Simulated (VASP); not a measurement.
# P5N2: single point with LDA

The system is P5N2.

```
CELL_PARAMETERS angstrom
8.60479 0.00000 0.00000
0.00000 8.60479 0.00000
0.00000 0.00000 2.58393
ATOMIC_POSITIONS crystal
N 0.31970 0.81970 0.50000
N 0.18030 0.31970 0.50000
N 0.68030 0.18030 0.50000
N 0.81970 0.68030 0.50000
P 0.29368 0.56030 0.00000
P 0.43970 0.29368 0.00000
P 0.70632 0.43970 0.00000
P 0.56030 0.70632 0.00000
P 0.79368 0.93970 0.00000
P 0.93970 0.20632 0.00000
P 0.20632 0.06030 0.00000
P 0.06030 0.79368 0.00000
P 0.50000 0.00000 0.00000
P 0.00000 0.50000 0.00000
```

```json
{
  "Program": "VASP 6.6.1",
  "Task": "single point",
  "Functional": "LDA",
  "Potentials or basis": "VASP PAW LDA potentials, release 64 (N, P)",
  "Cutoff": "520 eV",
  "k mesh": "4 × 4 × 13",
  "Occupations": "fermi-dirac, width 0.0157 eV",
  "Spin": "no spin polarisation",
  "Dipole correction": "no",
  "Further INCAR settings": "ALGO = Normal; EDIFF = 1e-06; NBANDS = 48"
}
```

```
Pressure               : -16.9 GPa
Largest force          : 0.543 eV/Å
Band gap on the k mesh : zero (bands 35 and 36 overlap by 2.68 eV)
```

Forces on the atoms (eV/Å):
```
N   -0.334 -0.334  0.000
N    0.334 -0.334  0.000
N    0.334  0.334  0.000
N   -0.334  0.334  0.000
P    0.543 -0.022  0.000
P    0.022  0.543  0.000
P   -0.543  0.022  0.000
P   -0.022 -0.543  0.000
P    0.543  0.022  0.000
P    0.022 -0.543  0.000
P   -0.543 -0.022  0.000
P   -0.022  0.543  0.000
P    0.000  0.000  0.000
P    0.000  0.000  0.000
```

Stress tensor (GPa, compression positive):
```
-17.59   0.00   0.00
  0.00 -17.59   0.00
  0.00   0.00 -15.49
```

Levels at points of the mesh, in eV from the Fermi level:
| k point | band 30 | band 31 | band 32 | band 33 | band 34 | band 35 | band 36 | band 37 | band 38 | band 39 |
| --- | --- | --- | --- | --- | --- | --- | --- | --- | --- | --- |
| (0.00, 0.00, 0.00) | 0.14 | 0.14 | 0.37 | 0.54 | 0.59 | 0.59 | 0.62 | 1.42 | 1.42 | 2.04 |
| (0.50, 0.00, 0.00) | -0.45 | 0.46 | 0.46 | 0.62 | 0.62 | 1.20 | 1.20 | 2.04 | 2.04 | 2.40 |
| (0.50, 0.50, 0.00) | -0.79 | 0.50 | 0.50 | 0.58 | 0.58 | 1.01 | 1.01 | 2.35 | 2.35 | 2.73 |

It took 17 min on 1 thread of AMD EPYC 7R43 64-Core Processor (Zen 3) (shared host), peak memory 0.36 GiB.

Caveat: the cell stands under tension.
